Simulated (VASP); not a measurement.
S:

```
S
1.0
     2.73000    0.00000    0.00000
     0.00000    2.73000    0.00000
     0.00000    0.00000    2.73000
S
1
Direct
  0.00000 0.00000 0.00000
```

| Quantity | Value |
| --- | --- |
| Program | VASP 6.6.1 |
| Task | relaxation of cell and atoms |
| Functional | PBEsol |
| Potentials or basis | VASP PAW PBE potentials, release 64 (S) |
| Cutoff | 600 eV |
| k mesh | 15 × 15 × 15 |
| Occupations | fermi-dirac, width 0.02 eV |
| Spin | no spin polarisation |

At the start: pressure -13.3 GPa; volume 20.35 Å³/atom.

**Question.** How do energy, volume and symmetry change on relaxing?

**Answer.** Over 3 steps the energy falls by 198.0 meV/atom and the volume is 16.35 Å³/atom (-19.6 %); space group Pm-3m (No. 221, to 0.05 Å).

The path:
```csv
step,energy change (eV),largest force (eV/Å),pressure (GPa),volume (Å³)
1,0.0000,0.0000,-13.25,20.35
2,-0.1916,0.0000,3.73,15.78
3,-0.1980,0.0000,0.00,16.35
```

Final structure:
```cif
data_structure
_symmetry_space_group_name_H-M 'P 1'
_symmetry_Int_Tables_number 1
_cell_length_a 2.5383
_cell_length_b 2.5383
_cell_length_c 2.5383
_cell_angle_alpha 90.000
_cell_angle_beta 90.000
_cell_angle_gamma 90.000
_cell_volume 16.35
loop_
_atom_site_label
_atom_site_type_symbol
_atom_site_fract_x
_atom_site_fract_y
_atom_site_fract_z
_atom_site_occupancy
S1 S 0.00000 0.00000 0.00000 1
```

Caveat: the volume moved by over 15 % at a fixed basis, so the end points are rough; the PAW data sets were made with another functional, which shifts forces and pressure a little.
